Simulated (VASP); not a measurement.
# TiPt3 (Pm-3m) in VASP: single point with PBE

Aim: the single point of TiPt3 with PBE.

All numbers are computed with VASP 6.6.1; they aren't measurements. Logs are shortened: lines on timing, memory, paths and dates and some standing lists are left out, and cuts for length are marked.

## 1. The cell of the first run

The structure is cubic, space group Pm-3m (No. 221). The conventional cell has a = 3.916 Å, b = 3.916 Å, c = 3.916 Å, α = 90.00°, β = 90.00°, γ = 90.00°. Within 3.6 Å of Ti (site symmetry m-3m) lie 12 Pt at 2.77 Å. Pt (site symmetry 4/mmm) has 4 Ti at 2.77 Å and 8 Pt at 2.77 Å within 3.6 Å.

## 2. Single point, PBE

POSCAR reads:

```
TiPt3
1.0
    3.9160630000      0.0000000000      0.0000000000
    0.0000000000      3.9160630000      0.0000000000
    0.0000000000      0.0000000000      3.9160630000
Ti Pt
1 3
Direct
    0.0000000000      0.0000000000      0.0000000000
    0.0000000000      0.5000000000      0.5000000000
    0.5000000000      0.0000000000      0.5000000000
    0.5000000000      0.5000000000      0.0000000000
```

INCAR.step1 reads:

```
SYSTEM = TiPt3
PREC     = Accurate       ! precision mode
ENCUT    = 520            ! plane-wave cutoff, eV
EDIFF    = 1E-7           ! SCF threshold, eV
ISMEAR   = -1             ! smearing method
SIGMA    = 0.1            ! smearing width, eV
LREAL    = .False.        ! projectors in reciprocal space
LASPH    = .True.         ! aspherical terms in the spheres
NELM     = 100            ! most SCF steps
ALGO     = Normal         ! electronic algorithm
ISIF     = 2              ! what is computed and relaxed
LWAVE    = .False.        ! write WAVECAR
LCHARG   = .True.         ! write CHGCAR
LMAXMIX  = 4              ! l up to which the mixer works
GGA      = PE             ! functional
NBANDS   = 29             ! bands
```

KPOINTS.step1 reads:

```
Automatic mesh
0
Gamma
  9 9 9
  0 0 0
```

INCAR.step2 reads:

```
SYSTEM = TiPt3
PREC     = Accurate       ! precision mode
ENCUT    = 520            ! plane-wave cutoff, eV
EDIFF    = 1E-7           ! SCF threshold, eV
ISMEAR   = -5             ! smearing method
SIGMA    = 0.1            ! smearing width, eV
LREAL    = .False.        ! projectors in reciprocal space
LASPH    = .True.         ! aspherical terms in the spheres
NELM     = 100            ! most SCF steps
ALGO     = Normal         ! electronic algorithm
ISIF     = 2              ! what is computed and relaxed
LWAVE    = .False.        ! write WAVECAR
LCHARG   = .False.        ! write CHGCAR
LMAXMIX  = 4              ! l up to which the mixer works
GGA      = PE             ! functional
LORBIT   = 10             ! projections on sites
NBANDS   = 29             ! bands
NEDOS    = 2001           ! points of the DOS
ICHARG   = 11             ! starting density
```

KPOINTS.step2 reads:

```
Automatic mesh
0
Gamma
  14 14 14
  0 0 0
```

Potentials or basis: VASP PAW PBE potentials, release 64 (Ti_sv, Pt).

Started as:

```
$ cat potpaw_PBE.64/Ti_sv/POTCAR potpaw_PBE.64/Pt/POTCAR > POTCAR
$ cp INCAR.step1 INCAR
$ cp KPOINTS.step1 KPOINTS
$ mpirun -np 1 vasp_std > vasp.out
$ cp INCAR.step2 INCAR
$ cp KPOINTS.step2 KPOINTS
$ mpirun -np 1 vasp_std > vasp.out
```

OUTCAR:

```text
SYSTEM = TiPt3
   PREC = Accurate
   ENCUT = 520
   EDIFF = 1E-7
   ISMEAR = -5
   LREAL = .False.
   LASPH = .True.
   NELM = 100
   ISIF = 2
   GGA = PE
   LORBIT = 10
   ICHARG = 11

 ion  position               nearest neighbor table
   1  0.000  0.000  0.000-   2 2.77   3 2.77   4 2.77   2 2.77   3 2.77   2 2.77   4 2.77   2 2.77
                             3 2.77   4 2.77   3 2.77   4 2.77
   2  0.000  0.500  0.500-   1 2.77   3 2.77   4 2.77   1 2.77   4 2.77   1 2.77   3 2.77   1 2.77
                             3 2.77   4 2.77   4 2.77   3 2.77
   3  0.500  0.000  0.500-   1 2.77   2 2.77   4 2.77   1 2.77   4 2.77   2 2.77   4 2.77   4 2.77
                             1 2.77   2 2.77   1 2.77   2 2.77
   4  0.500  0.500  0.000-   1 2.77   2 2.77   3 2.77   2 2.77   3 2.77   1 2.77   3 2.77   3 2.77
                             1 2.77   2 2.77   2 2.77   1 2.77

  LATTYP: Found a simple cubic cell.
 ALAT       =     3.9160630000

  Lattice vectors:

 A1 = (   3.9160630000,   0.0000000000,   0.0000000000)
 A2 = (   0.0000000000,   3.9160630000,   0.0000000000)
 A3 = (   0.0000000000,   0.0000000000,   3.9160630000)

Analysis of symmetry for initial positions (statically):
=====================================================================
 Subroutine PRICEL returns:
 Original cell was already a primitive cell.

 Routine SETGRP: Setting up the symmetry group for a
 simple cubic supercell.

 Subroutine GETGRP returns: Found 48 space group operations
 (whereof 48 operations were pure point group operations)
 out of a pool of 48 trial point group operations.

The static configuration has the point symmetry O_h .

Analysis of symmetry for dynamics (positions and initial velocities):
=====================================================================
 Subroutine PRICEL returns:
 Original cell was already a primitive cell.

 Routine SETGRP: Setting up the symmetry group for a
 simple cubic supercell.

 Subroutine GETGRP returns: Found 48 space group operations
 (whereof 48 operations were pure point group operations)
 out of a pool of 48 trial point group operations.

The dynamic configuration has the point symmetry O_h .

 Subroutine INISYM returns: Found 48 space group operations
 (whereof 48 operations are pure point group operations),
 and found     1 'primitive' translations

----------------------------------------------------------------------------------------

                                     Primitive cell

  volume of cell :      60.0550

  direct lattice vectors                    reciprocal lattice vectors
     3.916063000  0.000000000  0.000000000     0.255358507  0.000000000  0.000000000
     0.000000000  3.916063000  0.000000000     0.000000000  0.255358507  0.000000000
     0.000000000  0.000000000  3.916063000     0.000000000  0.000000000  0.255358507

  length of vectors
     3.916063000  3.916063000  3.916063000     0.255358507  0.255358507  0.255358507

  position of ions in fractional coordinates (direct lattice)
     0.000000000  0.000000000  0.000000000
     0.000000000  0.500000000  0.500000000
     0.500000000  0.000000000  0.500000000
     0.500000000  0.500000000  0.000000000

  ion indices of the primitive-cell ions
   primitive index   ion index
                 1           1
                 2           2
                 3           3
                 4           4

----------------------------------------------------------------------------------------

 KPOINTS: Automatic mesh

Automatic generation of k-mesh.
 Grid dimensions read from file:
 generate k-points for:   14   14   14

 Generating k-lattice:

  Cartesian coordinates                     Fractional coordinates (reciprocal lattice)
     0.018239893  0.000000000  0.000000000     0.071428571  0.000000000  0.000000000
     0.000000000  0.018239893  0.000000000     0.000000000  0.071428571  0.000000000
     0.000000000  0.000000000  0.018239893     0.000000000  0.000000000  0.071428571

  Length of vectors
     0.018239893  0.018239893  0.018239893

  Shift w.r.t. Gamma in fractional coordinates (k-lattice)
     0.000000000  0.000000000  0.000000000

 TETIRR: Found   1360 inequivalent tetrahedra from    16464

 Subroutine IBZKPT returns following result:
 ===========================================

 Found    120 irreducible k-points:

 Following reciprocal coordinates:
            Coordinates               Weight
  0.000000  0.000000  0.000000      1.000000
  0.071429  0.000000  0.000000      6.000000
  0.142857  0.000000  0.000000      6.000000
  0.214286  0.000000  0.000000      6.000000
  0.285714  0.000000  0.000000      6.000000
  0.357143  0.000000  0.000000      6.000000
[... 16 lines left out ...]
  0.285714  0.214286  0.000000     24.000000
  0.357143  0.214286  0.000000     24.000000
 [... further k-points ...]
   k-points           NKPTS =    120   k-points in BZ     NKDIM =    120   number of bands    NBANDS=     29
   number of dos      NEDOS =   2001   number of ions     NIONS =      4
   total plane-waves  NPLWV =  27000
   dimension x,y,z NGX =    30 NGY =   30 NGZ =   30
   dimension x,y,z NGXF=    60 NGYF=   60 NGZF=   60
   ions per type =               1   3
   NGX,Y,Z   is equivalent  to a cutoff of  12.74, 12.74, 12.74 a.u.
   NGXF,Y,Z  is equivalent  to a cutoff of  25.47, 25.47, 25.47 a.u.
 SYSTEM =  TiPt3
   PREC   = accura    normal or accurate (medium, high low for compatibility)
   ISTART =      0    job   : 0-new  1-cont  2-samecut
   ICHARG =     11    charge: 1-file 2-atom 10-const
   ISPIN  =      1    spin polarized calculation?
   LNONCOLLINEAR =      F non collinear calculations
   LSORBIT =      F    spin-orbit coupling
   LASPH  =      T    aspherical Exc in radial PAW
   ENCUT  =  520.0 eV  38.22 Ry    6.18 a.u.   7.28  7.28  7.28*2*pi/ulx,y,z
   NELM   =    100;   NELMIN=  2; NELMDL=  0     # of ELM steps
   EDIFF  = 0.1E-06   stopping-criterion for ELM
   LREAL  =      F    real-space projection
   EDIFFG = 0.1E-05   stopping-criterion for IOM
   NSW    =      0    number of steps for IOM
   IBRION =     -1    ionic relax: 0-MD 1-quasi-New 2-CG
   NFREE  =      0    steps in history (QN), initial steepest desc. (CG)
   ISIF   =      2    stress and relaxation
   ISYM   =      2    0-nonsym 1-usesym 2-fastsym
   POTIM  = 0.5000    time-step for ionic-motion
   TEBEG  =    0.0;   TEEND  =   0.0 temperature during run
   PSTRESS=    0.0 pullay stress
   NELECT =      42.0000    total number of electrons
   NUPDOWN=      -1.0000    fix difference up-down
   EMIN   =  10.00;   EMAX   =-10.00  energy-range for DOS
   EFERMI =   0.00;   METHOD = LEGACY
   ISMEAR =    -5;   SIGMA  =   0.10  broadening in eV -4-tet -1-fermi 0-gaus
   EFERMI_NEDOS =   21; number of points for ismear=-14 and -15
   IALGO  =     38    algorithm
   IMIX   =      4    mixing-type and parameters
     AMIX     =   0.40;   BMIX     =  1.00
     AMIX_MAG =   1.60;   BMIX_MAG =  1.00
  volume/ion in A,a.u.               =      15.01       101.32
  Fermi-wavevector in a.u.,A,eV,Ry     =   1.453143  2.746041 28.730384  2.111624
  Thomas-Fermi vector in A             =   2.570443
   LORBIT       =     10    0 simple, 1 ext, 2 COOP (PROOUT), +10 PAW based schemes
   GGA     = PE    functional components
   LHFCALC =     F    Hartree Fock is set to
   AEXX    =    0.0000 exact exchange contribution
   IVDW    =     0    specifies the selected vdW correction
   LEPSILON=     F    determine dielectric tensor
   LRPA    =     F    only Hartree local field effects (RPA)
 non-spin polarized calculation
 Fermi weights with tetrahedron method with Bloechl corrections
  energy-cutoff  :      520.00
  volume of cell :       60.05
 maximum number of plane-waves:      1647
 NGX is ok and might be reduce to    30

 number of electron      42.0000001 magnetization

 Free energy of the ion-electron system (eV)
  ---------------------------------------------------
  ext. energy  EPLUGINS =         0.00000000
  ---------------------------------------------------
  free energy    TOTEN  =       -29.52930605 eV

  energy without entropy =      -29.52930605  energy(sigma->0) =      -29.52930605

 E-fermi :  11.6264     XC(G=0): -13.1979

 val. band max:       11.6331585563   @ k =   0.3571   0.0000   0.0000
 cond. band min:      11.6323500174   @ k =   0.5000   0.5000   0.4286
 fundamental gap:     -0.0008085389
 Fermi energy:        11.6263602298

 k-point     1 :       0.0000    0.0000    0.0000
  band No.  band energies     occupation
      1     -46.5685      2.00000
      2     -22.7844      2.00000
      3     -22.7844      2.00000
      4     -22.7844      2.00000
      5       1.5226      2.00000
      6       4.3265      2.00000
[... 21 lines left out ...]
     28      13.6046      0.00000
     29      19.8663      0.00000

 k-point     2 :       0.0714    0.0000    0.0000
  band No.  band energies     occupation
      1     -46.5684      2.00000
      2     -22.7857      2.00000
      3     -22.7846      2.00000
      4     -22.7846      2.00000
      5       1.5898      2.00000
      6       4.3692      2.00000
[... 21 lines left out ...]
     28      14.0810      0.00000
     29      19.7469      0.00000

 k-point     3 :       0.1429    0.0000    0.0000
  band No.  band energies     occupation
      1     -46.5681      2.00000
      2     -22.7894      2.00000
      3     -22.7851      2.00000
      4     -22.7851      2.00000
      5       1.7887      2.00000
      6       4.4927      2.00000
[... 21 lines left out ...]
     28      14.9123      0.00000
     29      19.4432      0.00000

 k-point     4 :       0.2143    0.0000    0.0000
  band No.  band energies     occupation
      1     -46.5678      2.00000
      2     -22.7947      2.00000
      3     -22.7860      2.00000
      4     -22.7860      2.00000
      5       2.1103      2.00000
      6       4.6800      2.00000
[... 597 lines left out ...]
     28      17.2956      0.00000
     29      18.2995      0.00000

 k-point    23 :       0.2857    0.2143    0.0000
  band No.  band energies     occupation
      1     -46.5670      2.00000
      2     -22.8006      2.00000
      3     -22.7934      2.00000
      4     -22.7884      2.00000
      5       3.0423      2.00000
      6       5.2524      2.00000
[... 21 lines left out ...]
     28      17.7452      0.00000
     29      18.1172      0.00000

 k-point    24 :       0.3571    0.2143    0.0000
  band No.  band energies     occupation
      1     -46.5668      2.00000
      2     -22.8044      2.00000
      3     -22.7940      2.00000
      4     -22.7891      2.00000
      5       3.5014      2.00000
      6       5.3459      2.00000
[... 21 lines left out ...]
     28      17.3127      0.00000
     29      18.9823      0.00000

 [... further k-points ...]

------------------------ aborting loop because EDIFF is reached ----------------------------------------

  FORCE on cell =-STRESS in cart. coord.  units (eV):
  Direction    XX          YY          ZZ          XY          YZ          ZX
  --------------------------------------------------------------------------------------
  -------------------------------------------------------------------------------------
  Total        2.2433663      2.2433663      2.2433663     -0.0000000      0.0000000     -0.0000000
  in kB       59.8496693     59.8496693     59.8496693     -0.0000000      0.0000000     -0.0000000
  external PRESSURE =      59.8496693 kB  Pullay stress =       0.0000000 kB

 VOLUME and BASIS-vectors are now :
 -----------------------------------------------------------------------------
  energy-cutoff  :      520.00
  volume of cell :       60.05
      direct lattice vectors                 reciprocal lattice vectors
     3.916063000  0.000000000  0.000000000     0.255358507  0.000000000  0.000000000
     0.000000000  3.916063000  0.000000000     0.000000000  0.255358507  0.000000000
     0.000000000  0.000000000  3.916063000     0.000000000  0.000000000  0.255358507

 POSITION                                       TOTAL-FORCE (eV/Angst)
 -----------------------------------------------------------------------------------
      0.00000      0.00000      0.00000         0.000000      0.000000      0.000000
      0.00000      1.95803      1.95803         0.000000      0.000000      0.000000
      1.95803      0.00000      1.95803         0.000000      0.000000      0.000000
      1.95803      1.95803      0.00000         0.000000      0.000000      0.000000
 -----------------------------------------------------------------------------------
    total drift:                                0.000000      0.000000     -0.000000

  FREE ENERGIE OF THE ION-ELECTRON SYSTEM (eV)
  ---------------------------------------------------
  free  energy   TOTEN  =       -29.5293060498 eV

  energy  without entropy=      -29.5293060498  energy(sigma->0) =      -29.52930605

 total charge

# of ion       s       p       d       tot
------------------------------------------
    1        2.211   6.155   1.752  10.118
    2        0.695   0.664   8.077   9.436
    3        0.695   0.664   8.077   9.436
    4        0.695   0.664   8.077   9.436
--------------------------------------------------
tot          4.297   8.146  25.984  38.427
```

Run time: 88 s. Hardware: 1 thread of Intel Xeon 6975P-C (Granite Rapids), shared host; peak memory 0.3 GiB.

Results:

- Valence electrons inside the program's atomic spheres: Ti 10.12; Pt 9.44

Caveat: spin-orbit coupling is left out, which moves the levels of the heavy elements; tetrahedron occupations give inexact forces and stress in metals.
